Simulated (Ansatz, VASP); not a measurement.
**SiBF in VASP and in Ansatz**

```
CELL_PARAMETERS angstrom
3.32604 0.00000 0.00000
0.00000 3.32604 0.00000
0.00000 0.00000 5.95595
ATOMIC_POSITIONS crystal
Si 0.50000 0.00000 0.84347
Si 0.00000 0.50000 0.15653
B 0.50000 0.00000 0.24916
B 0.00000 0.50000 0.75084
F 0.00000 0.00000 0.50000
F 0.50000 0.50000 0.50000
```

Change from the starting cell: species swapped into the LiFeAs type (P4/nmm, No. 129).

Alike in both runs: task relaxation of cell and atoms; functional PBE; k mesh 6 × 6 × 4; occupations gaussian, width 0.1 eV; no spin polarisation.

```csv
,VASP,Ansatz
version,VASP 6.6.1,Ansatz 0.2.0
potentials or method,"VASP PAW PBE potentials, release 64 (Si, B, F), cutoff 600 eV","scalar-relativistic, plane waves, PAW"
valence electrons in the cell,28,28
```

Ansatz gave:

* gap on the k mesh at the Fermi level, each at its own relaxed structure (eV): none
* relaxed volume (Å³/atom): 9.85
* relaxed cell length with the largest relative difference (Å): 3.108

Problem. What did VASP give for the same quantities?

Solution. gap on the k mesh at the Fermi level, each at its own relaxed structure (eV): none; relaxed volume (Å³/atom): 9.78; relaxed cell length with the largest relative difference (Å): 3.092.

A gap of «none» marks a metal or a gap that the smearing closes.
